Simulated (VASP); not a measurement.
# GaSb (I-4m2) in VASP: a series of runs

Runs on GaSb. Level: PBE. Tasks: single point.

Program: VASP 6.6.1. These are calculated values, not measurements. Logs are shortened: lines on timing, memory, paths and dates and some standing lists are left out, and cuts for length are marked.

## Step 1: The cell of the first run

Symmetry: I-4m2, No. 119, tetragonal system. Conventional cell: a = 5.670 Å, b = 5.670 Å, c = 3.162 Å, α = 90.00°, β = 90.00°, γ = 90.00°. Ga (site symmetry -4m2) has 8 Sb at 2.94 to 3.70 Å and 2 Ga at 3.16 Å within 3.9 Å. Within 3.9 Å of Sb (site symmetry -4m2) lie 8 Ga at 2.94 to 3.70 Å and 2 Sb at 3.16 Å.

## Step 2: Single point, PBE

Contents of INCAR:

```
  PREC = Accurate
  ENCUT = 520
  EDIFF = 1E-6
  ISMEAR = 0
  SIGMA = 0.15
  LREAL = F
  LASPH = T
  NELM = 80
  ALGO = Normal
  ISIF = 2
  LWAVE = F
  LCHARG = F
  GGA = PE
  NBANDS = 16
```

Contents of KPOINTS:

```
regular mesh
0
Gamma
  16 16 16
```

Contents of POSCAR:

```
GaSb
1.0
   -2.8351000000      2.8351000000      1.5811567257
    2.8351000000     -2.8351000000      1.5811567257
    2.8351000000      2.8351000000     -1.5811567257
Ga Sb
1 1
Direct
    0.2500000000      0.7500000000      0.5000000000
    0.0000000000      0.0000000000      0.0000000000
```

Potentials or basis: VASP PAW PBE potentials, release 64 (Ga_d, Sb).

Launch:

```
cat potpaw_PBE.64/Ga_d/POTCAR potpaw_PBE.64/Sb/POTCAR > POTCAR
mpirun -np 1 vasp_std > vasp.out
```

OUTCAR:

```text
PREC = Accurate
   ENCUT = 520
   EDIFF = 1E-6
   ISMEAR = 0
   LREAL = F
   LASPH = T
   NELM = 80
   ISIF = 2
   GGA = PE

 ion  position               nearest neighbor table
   1  0.250  0.750  0.500-   2 2.94   2 2.94   2 2.94   2 2.94
   2  0.000  0.000  0.000-   1 2.94   1 2.94   1 2.94   1 2.94

  LATTYP: Found a body centered tetragonal cell.
 ALAT       =     5.6702000000
 C/A-ratio  =     0.5577075679

  Lattice vectors:

 A1 = (  -2.8351000000,   2.8351000000,   1.5811567257)
 A2 = (   2.8351000000,  -2.8351000000,   1.5811567257)
 A3 = (   2.8351000000,   2.8351000000,  -1.5811567257)

Analysis of symmetry for initial positions (statically):
=====================================================================
 Subroutine PRICEL returns:
 Original cell was already a primitive cell.

 Routine SETGRP: Setting up the symmetry group for a
 body centered tetragonal supercell.

 Subroutine GETGRP returns: Found  8 space group operations
 (whereof  8 operations were pure point group operations)
 out of a pool of 16 trial point group operations.

The static configuration has the point symmetry D_2d.

Analysis of symmetry for dynamics (positions and initial velocities):
=====================================================================
 Subroutine PRICEL returns:
 Original cell was already a primitive cell.

 Routine SETGRP: Setting up the symmetry group for a
 body centered tetragonal supercell.

 Subroutine GETGRP returns: Found  8 space group operations
 (whereof  8 operations were pure point group operations)
 out of a pool of 16 trial point group operations.

The dynamic configuration has the point symmetry D_2d.

 Subroutine INISYM returns: Found  8 space group operations
 (whereof  8 operations are pure point group operations),
 and found     1 'primitive' translations

----------------------------------------------------------------------------------------

                                     Primitive cell

  volume of cell :      50.8360

  direct lattice vectors                    reciprocal lattice vectors
    -2.835100000  2.835100000  1.581156726     0.000000000  0.176360622  0.316224187
     2.835100000 -2.835100000  1.581156726     0.176360622  0.000000000  0.316224187
     2.835100000  2.835100000 -1.581156726     0.176360622  0.176360622  0.000000000

  length of vectors
     4.309946706  4.309946706  4.309946706     0.362078452  0.362078452  0.249411584

  position of ions in fractional coordinates (direct lattice)
     0.250000000  0.750000000  0.500000000
     0.000000000  0.000000000  0.000000000

  ion indices of the primitive-cell ions
   primitive index   ion index
                 1           1
                 2           2

----------------------------------------------------------------------------------------

 KPOINTS: regular mesh

Automatic generation of k-mesh.
 Grid dimensions read from file:
 generate k-points for:   16   16   16

 Generating k-lattice:

  Cartesian coordinates                     Fractional coordinates (reciprocal lattice)
     0.000000000  0.011022539  0.019764012     0.062500000 -0.000000000  0.000000000
     0.011022539  0.000000000  0.019764012    -0.000000000  0.062500000  0.000000000
     0.011022539  0.011022539  0.000000000     0.000000000  0.000000000  0.062500000

  Length of vectors
     0.022629903  0.022629903  0.015588224

  Shift w.r.t. Gamma in fractional coordinates (k-lattice)
     0.000000000  0.000000000  0.000000000

 Subroutine IBZKPT returns following result:
 ===========================================

 Found    349 irreducible k-points:

 Following reciprocal coordinates:
            Coordinates               Weight
  0.000000  0.000000  0.000000      1.000000
  0.062500  0.000000  0.000000      8.000000
  0.125000  0.000000  0.000000      8.000000
  0.187500  0.000000 -0.000000      8.000000
  0.250000  0.000000  0.000000      8.000000
  0.312500 -0.000000  0.000000      8.000000
[... 16 lines left out ...]
 -0.125000  0.062500  0.000000     16.000000
 -0.062500  0.062500  0.000000      4.000000
 [... further k-points ...]
   k-points           NKPTS =    349   k-points in BZ     NKDIM =    349   number of bands    NBANDS=     16
   number of dos      NEDOS =    301   number of ions     NIONS =      2
   total plane-waves  NPLWV =  32768
   dimension x,y,z NGX =    32 NGY =   32 NGZ =   32
   dimension x,y,z NGXF=    64 NGYF=   64 NGZF=   64
   ions per type =               1   1
   NGX,Y,Z   is equivalent  to a cutoff of  12.34, 12.34, 12.34 a.u.
   NGXF,Y,Z  is equivalent  to a cutoff of  24.69, 24.69, 24.69 a.u.
 SYSTEM =  unknown system
   PREC   = accura    normal or accurate (medium, high low for compatibility)
   ISTART =      0    job   : 0-new  1-cont  2-samecut
   ICHARG =      2    charge: 1-file 2-atom 10-const
   ISPIN  =      1    spin polarized calculation?
   LNONCOLLINEAR =      F non collinear calculations
   LSORBIT =      F    spin-orbit coupling
   LASPH  =      T    aspherical Exc in radial PAW
   ENCUT  =  520.0 eV  38.22 Ry    6.18 a.u.   8.01  8.01  8.01*2*pi/ulx,y,z
   NELM   =     80;   NELMIN=  2; NELMDL= -5     # of ELM steps
   EDIFF  = 0.1E-05   stopping-criterion for ELM
   LREAL  =      F    real-space projection
   EDIFFG = 0.1E-04   stopping-criterion for IOM
   NSW    =      0    number of steps for IOM
   IBRION =     -1    ionic relax: 0-MD 1-quasi-New 2-CG
   NFREE  =      0    steps in history (QN), initial steepest desc. (CG)
   ISIF   =      2    stress and relaxation
   ISYM   =      2    0-nonsym 1-usesym 2-fastsym
   POTIM  = 0.5000    time-step for ionic-motion
   TEBEG  =    0.0;   TEEND  =   0.0 temperature during run
   PSTRESS=    0.0 pullay stress
   NELECT =      18.0000    total number of electrons
   NUPDOWN=      -1.0000    fix difference up-down
   EMIN   =  10.00;   EMAX   =-10.00  energy-range for DOS
   EFERMI =   0.00;   METHOD = LEGACY
   ISMEAR =     0;   SIGMA  =   0.15  broadening in eV -4-tet -1-fermi 0-gaus
   EFERMI_NEDOS =   21; number of points for ismear=-14 and -15
   IALGO  =     38    algorithm
   IMIX   =      4    mixing-type and parameters
     AMIX     =   0.40;   BMIX     =  1.00
     AMIX_MAG =   1.60;   BMIX_MAG =  1.00
  volume/ion in A,a.u.               =      25.42       171.53
  Fermi-wavevector in a.u.,A,eV,Ry     =   1.158177  2.188638 18.250515  1.341375
  Thomas-Fermi vector in A             =   2.294782
   LORBIT       =      0    0 simple, 1 ext, 2 COOP (PROOUT), +10 PAW based schemes
   GGA     = PE    functional components
   LHFCALC =     F    Hartree Fock is set to
   AEXX    =    0.0000 exact exchange contribution
   IVDW    =     0    specifies the selected vdW correction
   LEPSILON=     F    determine dielectric tensor
   LRPA    =     F    only Hartree local field effects (RPA)
 non-spin polarized calculation
 Gauss-broadening in eV      SIGMA  =   0.15
  energy-cutoff  :      520.00
  volume of cell :       50.84
 maximum number of plane-waves:      1398
   NGX = 17   NGY = 17   NGZ = 17

 number of electron      18.0000003 magnetization

 Free energy of the ion-electron system (eV)
  ---------------------------------------------------
  ext. energy  EPLUGINS =         0.00000000
  ---------------------------------------------------
  free energy    TOTEN  =        -6.97272205 eV

  energy without entropy =       -6.96291746  energy(sigma->0) =       -6.96781976

 E-fermi :   5.9879     XC(G=0):  -9.9995

 val. band max:        5.9834005239   @ k =  -0.2500  -0.3750   0.0625
 cond. band min:       5.9967840984   @ k =   0.1875   0.0625   0.0625
 fundamental gap:      0.0133835745
 Fermi energy:         5.9878858552

 k-point     1 :       0.0000    0.0000    0.0000
  band No.  band energies     occupation
      1      -8.9171      2.00000
      2      -8.8264      2.00000
      3      -8.8201      2.00000
      4      -8.8015      2.00000
      5      -8.8015      2.00000
      6      -5.5955      2.00000
[... 8 lines left out ...]
     15      15.8284      0.00000
     16      16.1194      0.00000

 k-point     2 :       0.0625    0.0000    0.0000
  band No.  band energies     occupation
      1      -8.9119      2.00000
      2      -8.8267      2.00000
      3      -8.8194      2.00000
      4      -8.8037      2.00000
      5      -8.8037      2.00000
      6      -5.5222      2.00000
[... 8 lines left out ...]
     15      15.9158      0.00000
     16      16.3538      0.00000

 k-point     3 :       0.1250    0.0000    0.0000
  band No.  band energies     occupation
      1      -8.8971      2.00000
      2      -8.8276      2.00000
      3      -8.8177      2.00000
      4      -8.8098      2.00000
      5      -8.8095      2.00000
      6      -5.3029      2.00000
[... 8 lines left out ...]
     15      15.0164      0.00000
     16      15.4123      0.00000

 k-point     4 :       0.1875    0.0000   -0.0000
  band No.  band energies     occupation
      1      -8.8750      2.00000
      2      -8.8292      2.00000
      3      -8.8204      2.00000
      4      -8.8186      2.00000
      5      -8.8129      2.00000
      6      -4.9398      2.00000
[... 8 lines left out ...]
     15      14.1720      0.00000
     16      15.0729      0.00000
[... 324 lines left out ...]
 k-point    22 :      -0.1875    0.0625    0.0000
  band No.  band energies     occupation
      1      -8.8964      2.00000
      2      -8.8292      2.00000
      3      -8.8170      2.00000
      4      -8.8098      2.00000
      5      -8.8087      2.00000
      6      -5.2108      2.00000
[... 8 lines left out ...]
     15      15.1530      0.00000
     16      15.4143      0.00000

 k-point    23 :      -0.1250    0.0625    0.0000
  band No.  band energies     occupation
      1      -8.9114      2.00000
      2      -8.8279      2.00000
      3      -8.8187      2.00000
      4      -8.8038      2.00000
      5      -8.8032      2.00000
      6      -5.4604      2.00000
[... 8 lines left out ...]
     15      15.8881      0.00000
     16      16.1497      0.00000

 k-point    24 :      -0.0625    0.0625    0.0000
  band No.  band energies     occupation
      1      -8.9168      2.00000
      2      -8.8270      2.00000
      3      -8.8197      2.00000
      4      -8.8016      2.00000
      5      -8.8013      2.00000
      6      -5.5645      2.00000
[... 8 lines left out ...]
     15      15.7435      0.00000
     16      16.2708      0.00000

 [... further k-points ...]

------------------------ aborting loop because EDIFF is reached ----------------------------------------

  FORCE on cell =-STRESS in cart. coord.  units (eV):
  Direction    XX          YY          ZZ          XY          YZ          ZX
  --------------------------------------------------------------------------------------
  -------------------------------------------------------------------------------------
  Total       -0.8640810     -0.8640810     -0.4919341      0.0000000      0.0000000      0.0000000
  in kB      -27.2328676    -27.2328676    -15.5040740      0.0000000      0.0000000      0.0000000
  external PRESSURE =     -23.3232697 kB  Pullay stress =       0.0000000 kB

 VOLUME and BASIS-vectors are now :
 -----------------------------------------------------------------------------
  energy-cutoff  :      520.00
  volume of cell :       50.84
      direct lattice vectors                 reciprocal lattice vectors
    -2.835100000  2.835100000  1.581156726     0.000000000  0.176360622  0.316224187
     2.835100000 -2.835100000  1.581156726     0.176360622  0.000000000  0.316224187
     2.835100000  2.835100000 -1.581156726     0.176360622  0.176360622  0.000000000

 POSITION                                       TOTAL-FORCE (eV/Angst)
 -----------------------------------------------------------------------------------
      2.83510      0.00000      0.79058         0.000000      0.000000     -0.000000
      0.00000      0.00000      0.00000        -0.000000     -0.000000      0.000000
 -----------------------------------------------------------------------------------
    total drift:                                0.000000     -0.000000      0.000000

  FREE ENERGIE OF THE ION-ELECTRON SYSTEM (eV)
  ---------------------------------------------------
  free  energy   TOTEN  =        -6.9727220525 eV

  energy  without entropy=       -6.9629174628  energy(sigma->0) =       -6.96781976
```

It took 3 min on 1 thread of Intel Xeon 8259CL, shared host; peak memory 0.41 GiB.

What came out:

| Quantity | Value |
| --- | --- |
| Free energy | -6.9727 eV |
| Pressure | -2.3 GPa |
| Band gap on the k mesh | zero (bands 9 and 10 overlap by 4.36 eV) |

Levels at points of the mesh, in eV from the Fermi level:
| k point | band 5 | band 6 | band 7 | band 8 | band 9 | band 10 | band 11 | band 12 | band 13 | band 14 |
| --- | --- | --- | --- | --- | --- | --- | --- | --- | --- | --- |
| (0.00, 0.00, 0.00) | -14.79 | -11.58 | -3.41 | -1.86 | -1.86 | 3.41 | 5.15 | 6.62 | 6.62 | 7.65 |
| (0.50, 0.00, 0.00) | -14.77 | -8.04 | -5.28 | -2.50 | -1.24 | -1.12 | 2.53 | 3.06 | 4.81 | 7.68 |
| (0.50, 0.50, 0.00) | -14.78 | -10.31 | -7.74 | -0.16 | 1.69 | 1.71 | 2.03 | 4.74 | 6.86 | 8.66 |
| (0.50, 0.50, 0.50) | -14.78 | -9.36 | -5.90 | -4.68 | -4.68 | 3.85 | 5.42 | 9.46 | 9.46 | 12.20 |

Caveat: spin-orbit coupling is left out, which moves the levels of the heavy elements.

## Step 3: Single point, PBE

This run uses another cell than the first one, of 25.85 Å³/atom.

INCAR, as its differences from that of step 2:

```diff
@@ -2,3 +2,3 @@
   ENCUT = 520
-  EDIFF = 1E-6
+  EDIFF = 1E-7
   ISMEAR = 0
```

KPOINTS is that of step 2.

Contents of POSCAR:

```
GaSb
1.0
   -2.7014000000      2.7014000000      1.7709000000
    2.7014000000     -2.7014000000      1.7709000000
    2.7014000000      2.7014000000     -1.7709000000
Ga Sb
1 1
Direct
    0.2500000000      0.7500000000      0.5000000000
    0.0000000000      0.0000000000      0.0000000000
```

Potentials or basis: VASP PAW PBE potentials, release 64 (Ga_d, Sb).

Launch:

```
cat potpaw_PBE.64/Ga_d/POTCAR potpaw_PBE.64/Sb/POTCAR > POTCAR
mpirun -np 1 vasp_std > vasp.out
```

Wall time 4.1 min (1 thread of Intel Xeon 8259CL, shared host); peak memory 0.41 GiB.

Results (log left out):

```yaml
Free_energy: -6.9089 eV
Pressure: -1.7 GPa
Band_gap_on_the_k_mesh: zero (bands 9 and 10 overlap by 4.37 eV)
```

Stress tensor (GPa, compression positive):
```
-0.69  0.00  0.00
 0.00 -0.69  0.00
 0.00  0.00 -3.69
```

Levels at points of the mesh, in eV from the Fermi level:
| k point | band 5 | band 6 | band 7 | band 8 | band 9 | band 10 | band 11 | band 12 | band 13 | band 14 |
| --- | --- | --- | --- | --- | --- | --- | --- | --- | --- | --- |
| (0.00, 0.00, 0.00) | -14.84 | -11.47 | -2.11 | -1.29 | -1.29 | 3.17 | 4.03 | 5.61 | 6.73 | 6.73 |
| (0.50, 0.00, 0.00) | -14.83 | -8.77 | -5.67 | -2.07 | -1.77 | -0.81 | 2.44 | 3.44 | 5.27 | 8.63 |
| (0.50, 0.50, 0.00) | -14.83 | -9.88 | -7.57 | 0.34 | 1.36 | 2.82 | 3.01 | 3.79 | 5.05 | 6.75 |
| (0.50, 0.50, 0.50) | -14.82 | -8.67 | -5.41 | -4.47 | -4.47 | 1.51 | 2.99 | 10.23 | 10.23 | 11.43 |

Caveat: spin-orbit coupling is left out, which moves the levels of the heavy elements.

## Step 4: Single point, PBE

This run uses another cell than the first one, of 26.01 Å³/atom.

Contents of INCAR:

```
SYSTEM = GaSb
PREC = Accurate ; ENCUT = 520
EDIFF = 1E-7 ; ISMEAR = 0
SIGMA = 0.15 ; LREAL = .False.
LASPH = .True. ; NELM = 100
ALGO = Normal ; ISIF = 2
LWAVE = .False. ; LCHARG = .False.
GGA = PE ; NBANDS = 16
```

Contents of KPOINTS:

```
Automatic mesh
0
Gamma
  16 16 16
  0 0 0
```

Contents of POSCAR:

```
GaSb
1.0
   -2.9042500000      2.9042500000      1.5416500000
    2.9042500000     -2.9042500000      1.5416500000
    2.9042500000      2.9042500000     -1.5416500000
Ga Sb
1 1
Direct
    0.2500000000      0.7500000000      0.5000000000
    0.0000000000      0.0000000000      0.0000000000
```

Launch:

```
cat potpaw_PBE.64/Ga_d/POTCAR potpaw_PBE.64/Sb/POTCAR > POTCAR
mpirun -np 1 vasp_std > vasp.out
```

Run time: 7.1 min. Hardware: 1 thread of Intel Xeon 8259CL, shared host; peak memory 0.44 GiB.

Results (log left out):

* Free energy: -6.9308 eV
* Pressure: -3.0 GPa
* Band gap on the k mesh: zero (bands 9 and 10 overlap by 3.89 eV)

Stress tensor (GPa, compression positive):
```
-4.12  0.00  0.00
 0.00 -4.12  0.00
 0.00  0.00 -0.88
```

Levels at points of the mesh, in eV from the Fermi level:
| k point | band 6 | band 7 | band 8 | band 9 | band 10 | band 11 | band 12 | band 13 |
| --- | --- | --- | --- | --- | --- | --- | --- | --- |
| (0.00, 0.00, 0.00) | -11.47 | -3.89 | -1.98 | -1.98 | 3.30 | 5.73 | 6.16 | 6.16 |
| (0.50, 0.00, 0.00) | -7.74 | -5.07 | -2.57 | -1.14 | -0.97 | 2.64 | 2.92 | 4.65 |
| (0.50, 0.50, 0.00) | -10.35 | -7.65 | -0.40 | 1.24 | 1.56 | 1.68 | 5.32 | 7.55 |
| (0.50, 0.50, 0.50) | -9.55 | -6.00 | -4.58 | -4.58 | 4.62 | 6.25 | 8.69 | 8.69 |

Caveat: the cell stands under tension; spin-orbit coupling is left out, which moves the levels of the heavy elements.

[end of part 1 of 2]
